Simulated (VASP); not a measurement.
# KF (Fm-3m) in VASP: further runs

The runs below take KF through single point, with PBE.

Program: VASP 6.6.1. These are calculated values, not measurements. Logs are shortened: lines on timing, memory, paths and dates and some standing lists are left out, and cuts for length are marked.

## Step 1: The cell of the first run

Symmetry: Fm-3m, No. 225, cubic system. The conventional cell has a = 5.318 Å, b = 5.318 Å, c = 5.318 Å, α = 90.00°, β = 90.00°, γ = 90.00°. K (site symmetry m-3m) has 6 F at 2.66 Å within 3.5 Å. Within 3.5 Å of F (site symmetry m-3m) lie 6 K at 2.66 Å.

## Step 2: Single point, PBE

Input file INCAR:

```
SYSTEM = KF
ALGO = Normal ; EDIFF = 1E-6
ENCUT = 520 ; GGA = PE
ISIF = 2 ; ISMEAR = 0
LASPH = .True. ; LCHARG = .False.
LREAL = .False. ; LWAVE = .False.
NBANDS = 15 ; NELM = 60
PREC = Accurate ; SIGMA = 0.01
```

Input file KPOINTS:

```
k-points
0
Gamma
  4 4 4
  0 0 0
```

Input file POSCAR:

```
KF
1.0
    0.0000000000      2.6589612452      2.6589612452
    2.6589612452      0.0000000000      2.6589612452
    2.6589612452      2.6589612452      0.0000000000
K F
1 1
Direct
    0.0000000000      0.0000000000      0.0000000000
    0.5000000000      0.5000000000      0.5000000000
```

Potentials or basis: VASP PAW PBE potentials, release 64 (K_sv, F).

Command:

```console
cat potpaw_PBE.64/K_sv/POTCAR potpaw_PBE.64/F/POTCAR > POTCAR
mpirun -np 1 vasp_std > vasp.out
```

OUTCAR:

```text
SYSTEM = KF
   EDIFF = 1E-6
   ENCUT = 520
   GGA = PE
   ISIF = 2
   ISMEAR = 0
   LASPH = .True.
   LREAL = .False.
   NELM = 60
   PREC = Accurate

 ion  position               nearest neighbor table
   1  0.000  0.000  0.000-   2 2.66   2 2.66   2 2.66   2 2.66   2 2.66   2 2.66
   2  0.500  0.500  0.500-   1 2.66   1 2.66   1 2.66   1 2.66   1 2.66   1 2.66

  LATTYP: Found a face centered cubic cell.
 ALAT       =     5.3179224904

  Lattice vectors:

 A1 = (   0.0000000000,   2.6589612452,   2.6589612452)
 A2 = (   2.6589612452,   0.0000000000,   2.6589612452)
 A3 = (   2.6589612452,   2.6589612452,   0.0000000000)

Analysis of symmetry for initial positions (statically):
=====================================================================
 Subroutine PRICEL returns:
 Original cell was already a primitive cell.

 Routine SETGRP: Setting up the symmetry group for a
 face centered cubic supercell.

 Subroutine GETGRP returns: Found 48 space group operations
 (whereof 48 operations were pure point group operations)
 out of a pool of 48 trial point group operations.

The static configuration has the point symmetry O_h .

Analysis of symmetry for dynamics (positions and initial velocities):
=====================================================================
 Subroutine PRICEL returns:
 Original cell was already a primitive cell.

 Routine SETGRP: Setting up the symmetry group for a
 face centered cubic supercell.

 Subroutine GETGRP returns: Found 48 space group operations
 (whereof 48 operations were pure point group operations)
 out of a pool of 48 trial point group operations.

The dynamic configuration has the point symmetry O_h .

 Subroutine INISYM returns: Found 48 space group operations
 (whereof 48 operations are pure point group operations),
 and found     1 'primitive' translations

----------------------------------------------------------------------------------------

                                     Primitive cell

  volume of cell :      37.5981

  direct lattice vectors                    reciprocal lattice vectors
     0.000000000  2.658961245  2.658961245    -0.188043357  0.188043357  0.188043357
     2.658961245  0.000000000  2.658961245     0.188043357 -0.188043357  0.188043357
     2.658961245  2.658961245  0.000000000     0.188043357  0.188043357 -0.188043357

  length of vectors
     3.760339055  3.760339055  3.760339055     0.325700649  0.325700649  0.325700649

  position of ions in fractional coordinates (direct lattice)
     0.000000000  0.000000000  0.000000000
     0.500000000  0.500000000  0.500000000

  ion indices of the primitive-cell ions
   primitive index   ion index
                 1           1
                 2           2

----------------------------------------------------------------------------------------

 KPOINTS: k-points

Automatic generation of k-mesh.
 Grid dimensions read from file:
 generate k-points for:    4    4    4

 Generating k-lattice:

  Cartesian coordinates                     Fractional coordinates (reciprocal lattice)
    -0.047010839  0.047010839  0.047010839     0.250000000  0.000000000  0.000000000
     0.047010839 -0.047010839  0.047010839     0.000000000  0.250000000  0.000000000
     0.047010839  0.047010839 -0.047010839     0.000000000  0.000000000  0.250000000

  Length of vectors
     0.081425162  0.081425162  0.081425162

  Shift w.r.t. Gamma in fractional coordinates (k-lattice)
     0.000000000  0.000000000  0.000000000

 Subroutine IBZKPT returns following result:
 ===========================================

 Found      8 irreducible k-points:

 Following reciprocal coordinates:
            Coordinates               Weight
  0.000000  0.000000  0.000000      1.000000
  0.250000  0.000000  0.000000      8.000000
  0.500000  0.000000  0.000000      4.000000
  0.250000  0.250000  0.000000      6.000000
  0.500000  0.250000  0.000000     24.000000
 -0.250000  0.250000  0.000000     12.000000
  0.500000  0.500000  0.000000      3.000000
 -0.250000  0.500000  0.250000      6.000000
   k-points           NKPTS =      8   k-points in BZ     NKDIM =      8   number of bands    NBANDS=     15
   number of dos      NEDOS =    301   number of ions     NIONS =      2
   total plane-waves  NPLWV =  21952
   dimension x,y,z NGX =    28 NGY =   28 NGZ =   28
   dimension x,y,z NGXF=    56 NGYF=   56 NGZF=   56
   ions per type =               1   1
   NGX,Y,Z   is equivalent  to a cutoff of  12.38, 12.38, 12.38 a.u.
   NGXF,Y,Z  is equivalent  to a cutoff of  24.76, 24.76, 24.76 a.u.
 SYSTEM =  KF
   PREC   = accura    normal or accurate (medium, high low for compatibility)
   ISTART =      0    job   : 0-new  1-cont  2-samecut
   ICHARG =      2    charge: 1-file 2-atom 10-const
   ISPIN  =      1    spin polarized calculation?
   LNONCOLLINEAR =      F non collinear calculations
   LSORBIT =      F    spin-orbit coupling
   LASPH  =      T    aspherical Exc in radial PAW
   ENCUT  =  520.0 eV  38.22 Ry    6.18 a.u.   6.99  6.99  6.99*2*pi/ulx,y,z
   NELM   =     60;   NELMIN=  2; NELMDL= -5     # of ELM steps
   EDIFF  = 0.1E-05   stopping-criterion for ELM
   LREAL  =      F    real-space projection
   EDIFFG = 0.1E-04   stopping-criterion for IOM
   NSW    =      0    number of steps for IOM
   IBRION =     -1    ionic relax: 0-MD 1-quasi-New 2-CG
   NFREE  =      0    steps in history (QN), initial steepest desc. (CG)
   ISIF   =      2    stress and relaxation
   ISYM   =      2    0-nonsym 1-usesym 2-fastsym
   POTIM  = 0.5000    time-step for ionic-motion
   TEBEG  =    0.0;   TEEND  =   0.0 temperature during run
   PSTRESS=    0.0 pullay stress
   NELECT =      16.0000    total number of electrons
   NUPDOWN=      -1.0000    fix difference up-down
   EMIN   =  10.00;   EMAX   =-10.00  energy-range for DOS
   EFERMI =   0.00;   METHOD = LEGACY
   ISMEAR =     0;   SIGMA  =   0.01  broadening in eV -4-tet -1-fermi 0-gaus
   EFERMI_NEDOS =   21; number of points for ismear=-14 and -15
   IALGO  =     38    algorithm
   IMIX   =      4    mixing-type and parameters
     AMIX     =   0.40;   BMIX     =  1.00
     AMIX_MAG =   1.60;   BMIX_MAG =  1.00
  volume/ion in A,a.u.               =      18.80       126.86
  Fermi-wavevector in a.u.,A,eV,Ry     =   1.231382  2.326975 20.630538  1.516302
  Thomas-Fermi vector in A             =   2.366194
   LORBIT       =      0    0 simple, 1 ext, 2 COOP (PROOUT), +10 PAW based schemes
   GGA     = PE    functional components
   LHFCALC =     F    Hartree Fock is set to
   AEXX    =    0.0000 exact exchange contribution
   IVDW    =     0    specifies the selected vdW correction
   LEPSILON=     F    determine dielectric tensor
   LRPA    =     F    only Hartree local field effects (RPA)
 non-spin polarized calculation
 Gauss-broadening in eV      SIGMA  =   0.01
  energy-cutoff  :      520.00
  volume of cell :       37.60
 maximum number of plane-waves:      1036
   NGX = 13   NGY = 13   NGZ = 13

 number of electron      16.0000010 magnetization

 Free energy of the ion-electron system (eV)
  ---------------------------------------------------
  ext. energy  EPLUGINS =         0.00000000
  ---------------------------------------------------
  free energy    TOTEN  =        -8.28358718 eV

  energy without entropy =       -8.28358718  energy(sigma->0) =       -8.28358718

 E-fermi :  -2.6293     XC(G=0):  -8.4697

 val. band max:       -2.7649506586   @ k =   0.0000   0.0000   0.0000
 cond. band min:       3.4771867770   @ k =   0.0000   0.0000   0.0000
 fundamental gap:      6.2421374356
 Fermi energy:        -2.6292630064

 k-point     1 :       0.0000    0.0000    0.0000
  band No.  band energies     occupation
      1     -28.8630      2.00000
      2     -21.4288      2.00000
      3     -12.1025      2.00000
      4     -12.1025      2.00000
      5     -12.1025      2.00000
      6      -2.7650      2.00000
      7      -2.7650      2.00000
      8      -2.7650      2.00000
      9       3.4772      0.00000
     10       7.9543      0.00000
     11       7.9543      0.00000
     12       7.9543      0.00000
     13       9.6455      0.00000
     14       9.6455      0.00000
     15      14.2710      0.00000

 k-point     2 :       0.2500    0.0000    0.0000
  band No.  band energies     occupation
      1     -28.8126      2.00000
      2     -21.4764      2.00000
      3     -12.2452      2.00000
      4     -12.1215      2.00000
      5     -12.1215      2.00000
      6      -3.2111      2.00000
      7      -2.9482      2.00000
      8      -2.9482      2.00000
      9       5.0050      0.00000
     10       7.3710      0.00000
     11       8.6949      0.00000
     12       8.6949      0.00000
     13      10.2520      0.00000
     14      10.2520      0.00000
     15      16.0402      0.00000

 k-point     3 :       0.5000    0.0000    0.0000
  band No.  band energies     occupation
      1     -28.7614      2.00000
      2     -21.5246      2.00000
      3     -12.3849      2.00000
      4     -12.1400      2.00000
      5     -12.1400      2.00000
      6      -3.5734      2.00000
      7      -3.1237      2.00000
      8      -3.1237      2.00000
      9       6.3640      0.00000
     10       7.9497      0.00000
     11       9.3758      0.00000
     12       9.3758      0.00000
     13      11.6318      0.00000
     14      11.6318      0.00000
     15      13.5336      0.00000

 k-point     4 :       0.2500    0.2500    0.0000
  band No.  band energies     occupation
      1     -28.7987      2.00000
      2     -21.4658      2.00000
      3     -12.2655      2.00000
      4     -12.2127      2.00000
      5     -12.2127      2.00000
      6      -3.2623      2.00000
      7      -2.8121      2.00000
      8      -2.8121      2.00000
      9       5.2983      0.00000
     10       6.4250      0.00000
     11       9.4451      0.00000
     12       9.4451      0.00000
     13       9.9260      0.00000
     14      10.2236      0.00000
     15      17.4114      0.00000

 k-point     5 :       0.5000    0.2500    0.0000
  band No.  band energies     occupation
      1     -28.7505      2.00000
      2     -21.4869      2.00000
      3     -12.4784      2.00000
      4     -12.2981      2.00000
      5     -12.2330      2.00000
      6      -3.2191      2.00000
      7      -3.0191      2.00000
      8      -2.9696      2.00000
      9       6.3659      0.00000
     10       7.2550      0.00000
     11       8.9875      0.00000
     12      10.1411      0.00000
     13      11.3840      0.00000
     14      11.8659      0.00000
     15      13.0309      0.00000

 k-point     6 :      -0.2500    0.2500    0.0000
  band No.  band energies     occupation
      1     -28.7646      2.00000
      2     -21.4976      2.00000
      3     -12.3606      2.00000
      4     -12.3084      2.00000
      5     -12.1422      2.00000
      6      -3.3931      2.00000
      7      -3.1008      2.00000
      8      -2.8944      2.00000
      9       6.4343      0.00000
     10       7.1326      0.00000
     11       8.9973      0.00000
     12       9.5957      0.00000
     13      10.6428      0.00000
     14      11.8832      0.00000
     15      13.7432      0.00000

 k-point     7 :       0.5000    0.5000    0.0000
  band No.  band energies     occupation
      1     -28.7395      2.00000
      2     -21.4489      2.00000
      3     -12.6854      2.00000
      4     -12.3230      2.00000
      5     -12.3230      2.00000
      6      -2.9702      2.00000
      7      -2.8189      2.00000
      8      -2.8189      2.00000
      9       5.4472      0.00000
     10       7.6194      0.00000
     11       9.1638      0.00000
     12      10.9244      0.00000
     13      11.5532      0.00000
     14      11.5532      0.00000
     15      13.2324      0.00000

 k-point     8 :      -0.2500    0.5000    0.2500
  band No.  band energies     occupation
      1     -28.7365      2.00000
      2     -21.4758      2.00000
      3     -12.5066      2.00000
      4     -12.5066      2.00000
      5     -12.1920      2.00000
      6      -3.1799      2.00000
      7      -2.9253      2.00000
      8      -2.9253      2.00000
      9       7.0171      0.00000
     10       7.0171      0.00000
     11       8.5156      0.00000
     12      10.7500      0.00000
     13      11.5625      0.00000
     14      12.3042      0.00000
     15      13.5083      0.00000

------------------------ aborting loop because EDIFF is reached ----------------------------------------

  FORCE on cell =-STRESS in cart. coord.  units (eV):
  Direction    XX          YY          ZZ          XY          YZ          ZX
  --------------------------------------------------------------------------------------
  -------------------------------------------------------------------------------------
  Total        0.4601977      0.4601977      0.4601977     -0.0000000     -0.0000000      0.0000000
  in kB       19.6105141     19.6105141     19.6105141     -0.0000000     -0.0000000      0.0000000
  external PRESSURE =      19.6105141 kB  Pullay stress =       0.0000000 kB

 VOLUME and BASIS-vectors are now :
 -----------------------------------------------------------------------------
  energy-cutoff  :      520.00
  volume of cell :       37.60
      direct lattice vectors                 reciprocal lattice vectors
     0.000000000  2.658961245  2.658961245    -0.188043357  0.188043357  0.188043357
     2.658961245  0.000000000  2.658961245     0.188043357 -0.188043357  0.188043357
     2.658961245  2.658961245  0.000000000     0.188043357  0.188043357 -0.188043357

 POSITION                                       TOTAL-FORCE (eV/Angst)
 -----------------------------------------------------------------------------------
      0.00000      0.00000      0.00000        -0.000000      0.000000      0.000000
      2.65896      2.65896      2.65896         0.000000     -0.000000     -0.000000
 -----------------------------------------------------------------------------------
    total drift:                                0.000000      0.000000      0.000000

  FREE ENERGIE OF THE ION-ELECTRON SYSTEM (eV)
  ---------------------------------------------------
  free  energy   TOTEN  =        -8.2835871810 eV

  energy  without entropy=       -8.2835871810  energy(sigma->0) =       -8.28358718
```

Wall time 6.9 s (1 thread of Intel Xeon 6975P-C, shared host); peak memory 0.15 GiB.

What came out:

```yaml
Free_energy: -8.2836 eV
Pressure: 2.0 GPa
Band_gap_on_the_k_mesh: 6.24 eV, direct
```

Levels at points of the mesh, in eV from the valence-band top:
```
           k point  band 5  band 6  band 7  band 8  band 9  band 10  band 11  band 12
(0.00, 0.00, 0.00)   -9.34    0.00    0.00    0.00    6.24    10.72    10.72    10.72
(0.50, 0.00, 0.00)   -9.38   -0.81   -0.36   -0.36    9.13    10.71    12.14    12.14
(0.50, 0.50, 0.00)   -9.56   -0.21   -0.05   -0.05    8.21    10.38    11.93    13.69
```

Caveat: the k points lie up to 0.51 Å⁻¹ apart. PBE gaps usually lie below the measured ones, often by a third to a half.

## Step 3: Single point, PBE (volume changed by -5%)

Input file INCAR:

```
  ALGO = Normal
  EDIFF = 1E-7
  ENCUT = 520
  GGA = PE
  ISIF = 2
  ISMEAR = 0
  LASPH = T
  LCHARG = F
  LREAL = F
  LWAVE = F
  NBANDS = 15
  NELM = 60
  PREC = Accurate
  SIGMA = 0.01
```

Input file KPOINTS:

```
k-points
0
Gamma
  4 4 4
```

Input file POSCAR:

```
KF
1.0
    0.0000000000      2.6138853975      2.6138853975
    2.6138853975      0.0000000000      2.6138853975
    2.6138853975      2.6138853975      0.0000000000
K F
1 1
Direct
    0.0000000000      0.0000000000      0.0000000000
    0.5000000000      0.5000000000      0.5000000000
```

Potentials or basis: VASP PAW PBE potentials, release 64 (K_sv, F).

Command:

```console
cat potpaw_PBE.64/K_sv/POTCAR potpaw_PBE.64/F/POTCAR > POTCAR
mpirun -np 1 vasp_std > vasp.out
```

Wall time 6.9 s (1 thread of Intel Xeon 6975P-C, shared host); peak memory 0.15 GiB.

The run converged. Its results:

- Free energy: -8.2456 eV
- Pressure: 4.2 GPa
- Band gap on the k mesh: 6.52 eV, direct

Levels at points of the mesh, in eV from the valence-band top:
| k point | band 6 | band 7 | band 8 | band 9 | band 10 | band 11 |
| --- | --- | --- | --- | --- | --- | --- |
| (0.00, 0.00, 0.00) | 0.00 | 0.00 | 0.00 | 6.52 | 10.86 | 10.86 |
| (0.50, 0.00, 0.00) | -0.87 | -0.41 | -0.41 | 9.34 | 11.11 | 12.39 |
| (0.50, 0.50, 0.00) | -0.17 | -0.04 | -0.04 | 8.25 | 10.68 | 12.35 |

Caveat: the k points lie up to 0.52 Å⁻¹ apart.

## Step 4: Single point, PBE (volume changed by -10%)

Input file INCAR:

```
SYSTEM = KF
ALGO = Normal
EDIFF = 1E-6
ENCUT = 520
GGA = PE
ISIF = 2
ISMEAR = 0
LASPH = .TRUE.
LCHARG = .FALSE.
LREAL = .FALSE.
LWAVE = .FALSE.
NBANDS = 15
NELM = 80
PREC = Accurate
SIGMA = 0.01
```

Input file KPOINTS:

```
k-points
0
G
  4 4 4
  0 0 0
```

Input file POSCAR:

```
KF
1.0
    0.0000000000      2.5671988563      2.5671988563
    2.5671988563      0.0000000000      2.5671988563
    2.5671988563      2.5671988563      0.0000000000
K F
1 1
Direct
    0.0000000000      0.0000000000      0.0000000000
    0.5000000000      0.5000000000      0.5000000000
```

Potentials or basis: VASP PAW PBE potentials, release 64 (K_sv, F).

Command:

```console
cat potpaw_PBE.64/K_sv/POTCAR potpaw_PBE.64/F/POTCAR > POTCAR
mpirun -np 1 vasp_std > vasp.out
```

OUTCAR:

```text
SYSTEM = KF
   EDIFF = 1E-6
   ENCUT = 520
   GGA = PE
   ISIF = 2
   ISMEAR = 0
   LASPH = .TRUE.
   LREAL = .FALSE.
   NELM = 80
   PREC = Accurate

 ion  position               nearest neighbor table
   1  0.000  0.000  0.000-   2 2.57   2 2.57   2 2.57   2 2.57   2 2.57   2 2.57
   2  0.500  0.500  0.500-   1 2.57   1 2.57   1 2.57   1 2.57   1 2.57   1 2.57

  LATTYP: Found a face centered cubic cell.
 ALAT       =     5.1343977126

  Lattice vectors:

[... 314 lines left out ...]

  FORCE on cell =-STRESS in cart. coord.  units (eV):
  Direction    XX          YY          ZZ          XY          YZ          ZX
  --------------------------------------------------------------------------------------
  -------------------------------------------------------------------------------------
  Total        1.5165254      1.5165254      1.5165254     -0.0000000     -0.0000000      0.0000000
  in kB       71.8045120     71.8045120     71.8045120     -0.0000000     -0.0000000      0.0000000
  external PRESSURE =      71.8045120 kB  Pullay stress =       0.0000000 kB

 VOLUME and BASIS-vectors are now :
 -----------------------------------------------------------------------------
  energy-cutoff  :      520.00
  volume of cell :       33.84
      direct lattice vectors                 reciprocal lattice vectors
     0.000000000  2.567198856  2.567198856    -0.194764811  0.194764811  0.194764811
     2.567198856  0.000000000  2.567198856     0.194764811 -0.194764811  0.194764811
     2.567198856  2.567198856  0.000000000     0.194764811  0.194764811 -0.194764811

 POSITION                                       TOTAL-FORCE (eV/Angst)
 -----------------------------------------------------------------------------------
      0.00000      0.00000      0.00000        -0.000000     -0.000000     -0.000000
      2.56720      2.56720      2.56720         0.000000      0.000000      0.000000
 -----------------------------------------------------------------------------------
    total drift:                                0.000000      0.000000      0.000000

  FREE ENERGIE OF THE ION-ELECTRON SYSTEM (eV)
  ---------------------------------------------------
  free  energy   TOTEN  =        -8.1769162774 eV

  energy  without entropy=       -8.1769162774  energy(sigma->0) =       -8.17691628
```

It took 6.1 s on 1 thread of Intel Xeon 6975P-C, shared host; peak memory 0.15 GiB.

Results:

```
Free energy            : -8.1769 eV
Pressure               : 7.2 GPa
Band gap on the k mesh : 6.84 eV, direct
```

Caveat: the k points lie up to 0.53 Å⁻¹ apart.

## Step 5: The runs side by side

| cell | gap on the mesh (eV) | pressure (GPa) |
| --- | --- | --- |
| a = 3.760 Å, angles 60.0°, 2 atoms | 6.24 | 2.0 |
| a = 3.697 Å, angles 60.0°, 2 atoms | 6.52 | 4.2 |
| a = 3.631 Å, angles 60.0°, 2 atoms | 6.84 | 7.2 |

Alike in all rows: task single point; level PBE; potentials or basis VASP PAW PBE potentials, release 64 (K_sv, F); no spin polarisation; k mesh 4 × 4 × 4; cutoff (eV) 520; smearing gaussian 0.01 eV.

Caveats: all runs use coarse meshes.

Total energies depend on the potentials used, so only differences within one code and one set of settings carry meaning.
